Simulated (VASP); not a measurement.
# BaTiO3 (P4mm) in VASP: notebook

Runs on BaTiO3. Level: r2SCAN. Tasks: single point.

Program: VASP 6.6.1. These are calculated values, not measurements. Logs are shortened: lines on timing, memory, paths and dates and some standing lists are left out, and cuts for length are marked.

**1. The cell of the first run**

It takes space group P4mm (No. 99, tetragonal). The conventional cell has a = 3.994 Å, b = 3.994 Å, c = 3.994 Å, α = 90.00°, β = 90.00°, γ = 90.00°. Ba (site symmetry 4mm) has 12 O at 2.82 Å and 8 Ti at 3.41 to 3.51 Å within 3.7 Å. Ti (site symmetry 4mm) has 6 O at 1.91 to 2.08 Å within 2.5 Å. Within 2.6 Å of O (site symmetry 2mm) lie 2 Ti at 2.00 Å. O (site symmetry 4mm) has 2 Ti at 1.91 to 2.08 Å within 2.5 Å.

**2. Single point, r2SCAN (atom 2 (Ti) moved +0.083 Å along Cartesian [1 0 0])**

Input file POSCAR:

```
BaTiO3
1.0
    3.9939696187      0.0000000000      0.0000000000
    0.0000000000      3.9939696187      0.0000000000
    0.0000000000      0.0000000000      3.9941038410
Ba Ti O
1 1 3
Direct
    0.0000000000      0.0000000000      0.0000000000
    0.5208564431      0.5000000000      0.5000000000
    0.5000000000      0.5000000000      0.0000000000
    0.5000000000      0.0000000000      0.5000000000
    0.0000000000      0.5000000000      0.5000000000
```

Input file INCAR.step1:

```
PREC = Accurate ; ENCUT = 520
ISMEAR = 0 ; SIGMA = 0.05
LREAL = False ; LASPH = True
NELM = 100 ; NBANDS = 28
GGA = PE ; ALGO = Normal
EDIFF = 1E-4 ; LWAVE = True
LCHARG = False
```

Input file INCAR.step2:

```
PREC = Accurate ; ENCUT = 520
EDIFF = 1E-6 ; ISMEAR = 0
SIGMA = 0.05 ; LREAL = False
LASPH = True ; NELM = 100
ALGO = Normal ; ISIF = 2
LWAVE = False ; LCHARG = True
METAGGA = R2SCAN ; LMIXTAU = True
LELF = True ; LVHAR = True
NBANDS = 28 ; ISTART = 1
```

Input file KPOINTS:

```
Automatic mesh
0
Gamma
  8 8 8
```

Potentials or basis: VASP PAW PBE potentials, release 64 (Ba_sv, Ti_sv, O).

The run is started by

```sh
cat potpaw_PBE.64/Ba_sv/POTCAR potpaw_PBE.64/Ti_sv/POTCAR potpaw_PBE.64/O/POTCAR > POTCAR
cp INCAR.step1 INCAR
mpirun -np 1 vasp_std > vasp.out
cp INCAR.step2 INCAR
mpirun -np 1 vasp_std > vasp.out
```

OUTCAR:

```text
PREC = Accurate
   ENCUT = 520
   EDIFF = 1E-6
   ISMEAR = 0
   LREAL = False
   LASPH = True
   NELM = 100
   ISIF = 2
   METAGGA = R2SCAN
   ISTART = 1

 ion  position               nearest neighbor table
   1  0.000  0.000  0.000-   3 2.82   3 2.82   3 2.82   3 2.82   5 2.82   4 2.82   5 2.82   5 2.82
                             5 2.82   4 2.82   4 2.82   4 2.82   2 3.41   2 3.41   2 3.41   2 3.41
   2  0.521  0.500  0.500-   5 1.91   4 2.00   4 2.00   3 2.00   3 2.00   5 2.08   1 3.41   1 3.41
                             1 3.41   1 3.41   1 3.51   1 3.51   1 3.51   1 3.51
   3  0.500  0.500  0.000-   2 2.00   2 2.00   1 2.82   1 2.82   1 2.82   1 2.82
   4  0.500  0.000  0.500-   2 2.00   2 2.00   1 2.82   1 2.82   1 2.82   1 2.82
   5  0.000  0.500  0.500-   2 1.91   2 2.08   1 2.82   1 2.82   1 2.82   1 2.82

  LATTYP: Found a simple tetragonal cell.
 ALAT       =     3.9939696187
 C/A-ratio  =     1.0000336062

  Lattice vectors:

 A1 = (   3.9939696187,   0.0000000000,   0.0000000000)
 A2 = (   0.0000000000,   3.9939696187,   0.0000000000)
 A3 = (   0.0000000000,   0.0000000000,   3.9941038410)

Analysis of symmetry for initial positions (statically):
=====================================================================
 Subroutine PRICEL returns:
 Original cell was already a primitive cell.

 Routine SETGRP: Setting up the symmetry group for a
 simple tetragonal supercell.

 Subroutine GETGRP returns: Found  4 space group operations
 (whereof  4 operations were pure point group operations)
 out of a pool of 16 trial point group operations.

The static configuration has the point symmetry C_2v.

Analysis of symmetry for dynamics (positions and initial velocities):
=====================================================================
 Subroutine PRICEL returns:
 Original cell was already a primitive cell.

 Routine SETGRP: Setting up the symmetry group for a
 simple tetragonal supercell.

 Subroutine GETGRP returns: Found  4 space group operations
 (whereof  4 operations were pure point group operations)
 out of a pool of 16 trial point group operations.

The dynamic configuration has the point symmetry C_2v.

 Subroutine INISYM returns: Found  4 space group operations
 (whereof  4 operations are pure point group operations),
 and found     1 'primitive' translations

[... 100 lines left out ...]
   EDIFF  = 0.1E-05   stopping-criterion for ELM
   LREAL  =      F    real-space projection
   EDIFFG = 0.1E-04   stopping-criterion for IOM
   NSW    =      0    number of steps for IOM
   IBRION =     -1    ionic relax: 0-MD 1-quasi-New 2-CG
   NFREE  =      0    steps in history (QN), initial steepest desc. (CG)
   ISIF   =      2    stress and relaxation
   ISYM   =      2    0-nonsym 1-usesym 2-fastsym
   POTIM  = 0.5000    time-step for ionic-motion
   TEBEG  =    0.0;   TEEND  =   0.0 temperature during run
   PSTRESS=    0.0 pullay stress
   NELECT =      40.0000    total number of electrons
   NUPDOWN=      -1.0000    fix difference up-down
   EMIN   =  10.00;   EMAX   =-10.00  energy-range for DOS
   EFERMI =   0.00;   METHOD = LEGACY
   ISMEAR =     0;   SIGMA  =   0.05  broadening in eV -4-tet -1-fermi 0-gaus
   EFERMI_NEDOS =   21; number of points for ismear=-14 and -15
   IALGO  =     38    algorithm
   IMIX   =      4    mixing-type and parameters
     AMIX     =   0.40;   BMIX     =  1.00
     AMIX_MAG =   1.60;   BMIX_MAG =  1.00
  volume/ion in A,a.u.               =      12.74        85.99
  Fermi-wavevector in a.u.,A,eV,Ry     =   1.401797  2.649013 26.735932  1.965036
  Thomas-Fermi vector in A             =   2.524623
   LORBIT       =      0    0 simple, 1 ext, 2 COOP (PROOUT), +10 PAW based schemes
   METAGGA = R2SCAN    functional components
   LHFCALC =     F    Hartree Fock is set to
   AEXX    =    0.0000 exact exchange contribution
   IVDW    =     0    specifies the selected vdW correction
   LEPSILON=     F    determine dielectric tensor
   LRPA    =     F    only Hartree local field effects (RPA)
 non-spin polarized calculation
 Gauss-broadening in eV      SIGMA  =   0.05
  energy-cutoff  :      520.00
  volume of cell :       63.71
 maximum number of plane-waves:      1747
 NGX is ok and might be reduce to    30
   NGX = 15   NGY = 15   NGZ = 15

 number of electron      39.9999977 magnetization

 Free energy of the ion-electron system (eV)
  ---------------------------------------------------
  ext. energy  EPLUGINS =         0.00000000
  ---------------------------------------------------
  free energy    TOTEN  =       -74.22698584 eV

  energy without entropy =      -74.22698584  energy(sigma->0) =      -74.22698584

 E-fermi :   3.9761     XC(G=0): -11.9536

 val. band max:        3.6027693406   @ k =   0.5000   0.5000   0.5000
 cond. band min:       5.7614168194   @ k =   0.0000   0.0000   0.0000
 fundamental gap:      2.1586474788
 Fermi energy:         3.9760635427

 k-point     1 :       0.0000    0.0000    0.0000
  band No.  band energies     occupation
      1     -55.2243      2.00000
      2     -30.4036      2.00000
      3     -30.3862      2.00000
      4     -30.3862      2.00000
      5     -21.8845      2.00000
      6     -14.2954      2.00000
[... 733 lines left out ...]
     27      12.3455      0.00000
     28      13.9681      0.00000

 [... further k-points ...]

------------------------ aborting loop because EDIFF is reached ----------------------------------------

  FORCE on cell =-STRESS in cart. coord.  units (eV):
  Direction    XX          YY          ZZ          XY          YZ          ZX
  --------------------------------------------------------------------------------------
  -------------------------------------------------------------------------------------
  Total        1.1864995      0.8429884      0.8401792      0.0000000      0.0000000      0.0000000
  in kB       29.8365964     21.1984112     21.1277693      0.0000000      0.0000000      0.0000000
  external PRESSURE =      24.0542590 kB  Pullay stress =       0.0000000 kB

 VOLUME and BASIS-vectors are now :
 -----------------------------------------------------------------------------
  energy-cutoff  :      520.00
  volume of cell :       63.71
      direct lattice vectors                 reciprocal lattice vectors
     3.993969619  0.000000000  0.000000000     0.250377468  0.000000000  0.000000000
     0.000000000  3.993969619  0.000000000     0.000000000  0.250377468  0.000000000
     0.000000000  0.000000000  3.994103841     0.000000000  0.000000000  0.250369054

 POSITION                                       TOTAL-FORCE (eV/Angst)
 -----------------------------------------------------------------------------------
      0.00000      0.00000      0.00000         0.314248      0.000000      0.000000
      2.08028      1.99698      1.99705        -0.136890      0.000000      0.000000
      1.99698      1.99698      0.00000         0.080018      0.000000      0.000000
      1.99698      0.00000      1.99705         0.079948      0.000000      0.000000
      0.00000      1.99698      1.99705        -0.337325      0.000000      0.000000
 -----------------------------------------------------------------------------------
    total drift:                               -0.000679      0.000000      0.000002

  FREE ENERGIE OF THE ION-ELECTRON SYSTEM (eV)
  ---------------------------------------------------
  free  energy   TOTEN  =       -74.2269858419 eV

  energy  without entropy=      -74.2269858419  energy(sigma->0) =      -74.22698584
```

OUTCAR.step1:

```text
PREC = Accurate
   ENCUT = 520
   ISMEAR = 0
   LREAL = False
   LASPH = True
[... 979 lines left out ...]
      2.08028      1.99698      1.99705        -0.098046      0.000000      0.000000
      1.99698      1.99698      0.00000         0.053681      0.000000      0.000000
      1.99698      0.00000      1.99705         0.053617      0.000000      0.000000
      0.00000      1.99698      1.99705        -0.301680      0.000000      0.000000
 -----------------------------------------------------------------------------------
    total drift:                                0.003898      0.000000      0.000002

  FREE ENERGIE OF THE ION-ELECTRON SYSTEM (eV)
  ---------------------------------------------------
  free  energy   TOTEN  =       -39.9536928435 eV

  energy  without entropy=      -39.9536928435  energy(sigma->0) =      -39.95369284
```

OSZICAR.step1:

```text
N       E                     dE             d eps       ncg     rms          rms(c)
DAV:   1     0.437188905915E+03    0.43719E+03   -0.20914E+04  7000   0.155E+03
DAV:   2    -0.344443338996E+01   -0.44063E+03   -0.41914E+03  7900   0.431E+02
DAV:   3    -0.486780000234E+02   -0.45234E+02   -0.44775E+02  9796   0.135E+02
DAV:   4    -0.508061915720E+02   -0.21282E+01   -0.21236E+01 10504   0.251E+01
DAV:   5    -0.508680536719E+02   -0.61862E-01   -0.61850E-01  9388   0.330E+00    0.231E+01
DAV:   6    -0.401182521749E+02    0.10750E+02   -0.56991E+01  9796   0.668E+01    0.981E+00
DAV:   7    -0.401043247236E+02    0.13927E-01   -0.98563E+00  9220   0.228E+01    0.676E+00
DAV:   8    -0.399423885763E+02    0.16194E+00   -0.65027E-01  8676   0.720E+00    0.341E+00
DAV:   9    -0.399777472387E+02   -0.35359E-01   -0.31183E-01  9732   0.460E+00    0.146E+00
DAV:  10    -0.399560404217E+02    0.21707E-01   -0.13220E-01  7936   0.386E+00    0.465E-01
DAV:  11    -0.399536614298E+02    0.23790E-02   -0.13000E-02  9052   0.727E-01    0.127E-01
DAV:  12    -0.399536928435E+02   -0.31414E-04   -0.95984E-04  8748   0.273E-01
   1 F= -.39953693E+02 E0= -.39953693E+02  d E =-.920249E-24
```

It took 7.1 min on 1 thread of Intel Xeon Platinum 8488C (Sapphire Rapids), shared host; peak memory 0.34 GiB.

Results:

| Property | Result |
| --- | --- |
| Free energy | -74.2270 eV |
| Pressure | 2.4 GPa |
| Largest force | 0.337 eV/Å |
| Band gap on the k mesh | 2.16 eV (least direct gap 2.39 eV) |

Forces on the atoms (eV/Å):
```
Ba   0.314  0.000  0.000
Ti  -0.137  0.000  0.000
O    0.080  0.000  0.000
O    0.080  0.000  0.000
O   -0.337  0.000  0.000
```

Caveat: the cell differs from its parent crystal (atom 2 (Ti) moved +0.083 Å along Cartesian [1 0 0]); the PAW data sets were made with another functional, which shifts forces and pressure a little; spin-orbit coupling is left out, which moves the levels of the heavy elements. A k mesh can miss the band edges.

**3. Single point, r2SCAN (atom 2 (Ti) moved +0.050 Å along Cartesian [1 0 0])**

Changes to POSCAR since step 2:

```diff
@@ -9,3 +9,3 @@
     0.0000000000      0.0000000000      0.0000000000
-    0.5208564431      0.5000000000      0.5000000000
+    0.5125188734      0.5000000000      0.5000000000
     0.5000000000      0.5000000000      0.0000000000
```

Input file INCAR.step1:

```
PREC = Accurate
ENCUT = 520
ISMEAR = 0
SIGMA = 0.05
LREAL = F
LASPH = T
NELM = 80
NBANDS = 28
GGA = PE
ALGO = Normal
EDIFF = 1E-4
LWAVE = T
LCHARG = F
```

Input file INCAR.step2:

```
PREC = Accurate
ENCUT = 520
EDIFF = 1E-6
ISMEAR = 0
SIGMA = 0.05
LREAL = F
LASPH = T
NELM = 80
ALGO = Normal
ISIF = 2
LWAVE = F
LCHARG = F
METAGGA = R2SCAN
LMIXTAU = T
NBANDS = 28
ISTART = 1
```

Input file KPOINTS:

```
regular mesh
0
Gamma
  8 8 8
```

Potentials or basis: VASP PAW PBE potentials, release 64 (Ba_sv, Ti_sv, O).

The run is started by

```sh
cat potpaw_PBE.64/Ba_sv/POTCAR potpaw_PBE.64/Ti_sv/POTCAR potpaw_PBE.64/O/POTCAR > POTCAR
cp INCAR.step1 INCAR
mpirun -np 1 vasp_std > vasp.out
cp INCAR.step2 INCAR
mpirun -np 1 vasp_std > vasp.out
```

Run time: 8.7 min. Hardware: 1 thread of Intel Xeon Platinum 8488C (Sapphire Rapids), shared host; peak memory 0.33 GiB.

It converged, with:

```yaml
Free_energy: -74.2298 eV
Pressure: 2.1 GPa
Largest_force: 0.237 eV/Å
Band_gap_on_the_k_mesh: 2.15 eV (least direct gap 2.34 eV)
```

Forces in eV/Å, atoms in the order of the input:
```
Ba   0.189  0.000  0.000
Ti  -0.042  0.000  0.000
O    0.045  0.000  0.000
O    0.045  0.000  0.000
O   -0.237  0.000  0.000
```

Stress tensor (GPa, compression positive):
```
2.37 0.00 0.00
0.00 2.04 0.00
0.00 0.00 2.03
```

Levels at points of the mesh, in eV from the valence-band top:
```
           k point  band 16  band 17  band 18  band 19  band 20  band 21  band 22  band 23  band 24  band 25
(0.00, 0.00, 0.00)    -1.16    -1.14    -0.18    -0.18    -0.18     2.15     2.20     2.20     4.23     4.26
(0.50, 0.00, 0.00)    -1.95    -1.86    -1.86    -0.75    -0.75     2.31     3.90     3.90     4.23     6.39
(0.00, 0.50, 0.00)    -1.95    -1.83    -1.79    -0.80    -0.78     2.35     3.88     3.89     4.25     6.36
(0.50, 0.50, 0.00)    -2.70    -1.78    -0.89    -0.88    -0.11     3.90     3.91     4.34     5.15     8.16
(0.00, 0.00, 0.50)    -1.95    -1.83    -1.79    -0.80    -0.78     2.35     3.88     3.89     4.25     6.36
(0.50, 0.00, 0.50)    -2.70    -1.78    -0.89    -0.88    -0.11     3.90     3.91     4.34     5.15     8.16
(0.00, 0.50, 0.50)    -2.70    -1.79    -0.92    -0.92    -0.09     3.90     3.90     4.34     5.14     8.15
(0.50, 0.50, 0.50)    -2.43    -2.42    -0.02    -0.02     0.00     4.58     4.59     4.59     7.38     7.44
```

Caveat: the cell differs from its parent crystal (atom 2 (Ti) moved +0.050 Å along Cartesian [1 0 0]); the PAW data sets were made with another functional, which shifts forces and pressure a little; spin-orbit coupling is left out, which moves the levels of the heavy elements. A k mesh can miss the band edges.

**4. Single point, r2SCAN (atom 2 (Ti) moved +0.017 Å along Cartesian [1 0 0])**

Changes to POSCAR since step 3:

```diff
@@ -9,3 +9,3 @@
     0.0000000000      0.0000000000      0.0000000000
-    0.5125188734      0.5000000000      0.5000000000
+    0.5041813037      0.5000000000      0.5000000000
     0.5000000000      0.5000000000      0.0000000000
```

Input file INCAR.step1:

```
SYSTEM = BaTiO3
PREC = Accurate
ENCUT = 520
ISMEAR = 0
SIGMA = 0.05
LREAL = .False.
LASPH = .True.
NELM = 60
NBANDS = 28
GGA = PE
ALGO = Normal
EDIFF = 1E-4
LWAVE = .True.
LCHARG = .False.
```

Input file INCAR.step2:

```
SYSTEM = BaTiO3
PREC = Accurate
ENCUT = 520
EDIFF = 1E-7
ISMEAR = 0
SIGMA = 0.05
LREAL = .False.
LASPH = .True.
NELM = 60
ALGO = Normal
ISIF = 2
LWAVE = .False.
LCHARG = .True.
METAGGA = R2SCAN
LMIXTAU = .True.
LELF = .True.
LVHAR = .True.
NBANDS = 28
ISTART = 1
```

Input file KPOINTS:

```
Automatic mesh
0
Gamma
  8 8 8
  0 0 0
```

The run is started by

```sh
cat potpaw_PBE.64/Ba_sv/POTCAR potpaw_PBE.64/Ti_sv/POTCAR potpaw_PBE.64/O/POTCAR > POTCAR
cp INCAR.step1 INCAR
mpirun -np 1 vasp_std > vasp.out
cp INCAR.step2 INCAR
mpirun -np 1 vasp_std > vasp.out
```

Wall time 8.9 min (1 thread of Intel Xeon Platinum 8488C (Sapphire Rapids), shared host); peak memory 0.34 GiB.

The run converged. Its results:

* Free energy: -74.2304 eV
* Pressure: 2.0 GPa
* Largest force: 0.085 eV/Å
* Band gap on the k mesh: 2.15 eV (least direct gap 2.30 eV)

Forces on the atoms (eV/Å):
```
Ba   0.063  0.000  0.000
Ti  -0.005  0.000  0.000
O    0.014  0.000  0.000
O    0.014  0.000  0.000
O   -0.085  0.000  0.000
```

Levels at points of the mesh, in eV from the valence-band top:
```csv
k point,band 16,band 17,band 18,band 19,band 20,band 21,band 22,band 23,band 24,band 25
"(0.00, 0.00, 0.00)",-1.14,-1.14,-0.15,-0.15,-0.15,2.15,2.15,2.16,4.22,4.22
"(0.50, 0.00, 0.00)",-1.95,-1.84,-1.84,-0.75,-0.75,2.30,3.89,3.89,4.22,6.37
"(0.00, 0.50, 0.00)",-1.95,-1.83,-1.83,-0.75,-0.75,2.31,3.88,3.89,4.23,6.37
"(0.50, 0.50, 0.00)",-2.71,-1.78,-0.88,-0.88,-0.09,3.89,3.90,4.34,5.14,8.17
"(0.00, 0.00, 0.50)",-1.95,-1.83,-1.83,-0.75,-0.75,2.31,3.88,3.89,4.23,6.37
"(0.50, 0.00, 0.50)",-2.71,-1.78,-0.88,-0.88,-0.09,3.89,3.90,4.34,5.14,8.17
"(0.00, 0.50, 0.50)",-2.71,-1.78,-0.89,-0.89,-0.09,3.89,3.89,4.34,5.14,8.16
"(0.50, 0.50, 0.50)",-2.42,-2.42,0.00,0.00,0.00,4.58,4.59,4.59,7.44,7.44
```

Caveat: the cell differs from its parent crystal (atom 2 (Ti) moved +0.017 Å along Cartesian [1 0 0]); the PAW data sets were made with another functional, which shifts forces and pressure a little; spin-orbit coupling is left out, which moves the levels of the heavy elements.

**5. Overview**

```csv
cell,gap on the mesh (eV),pressure (GPa),largest force (eV/Å)
"as given, atomic positions A",2.16,2.4,0.34
"as given, atomic positions B",2.15,2.1,0.24
"as given, atomic positions C",2.15,2.0,0.09
```

Alike in all rows: task single point; level r2SCAN; potentials or basis VASP PAW PBE potentials, release 64 (Ba_sv, Ti_sv, O); no spin polarisation; k mesh 8 × 8 × 8; cutoff (eV) 520; smearing gaussian 0.05 eV.

Caveats: the PAW data sets were made with another functional, which shifts forces and pressure a little; spin-orbit coupling is left out, which moves the levels of the heavy elements.

Absolute energies hang on the potentials; compare differences alone.
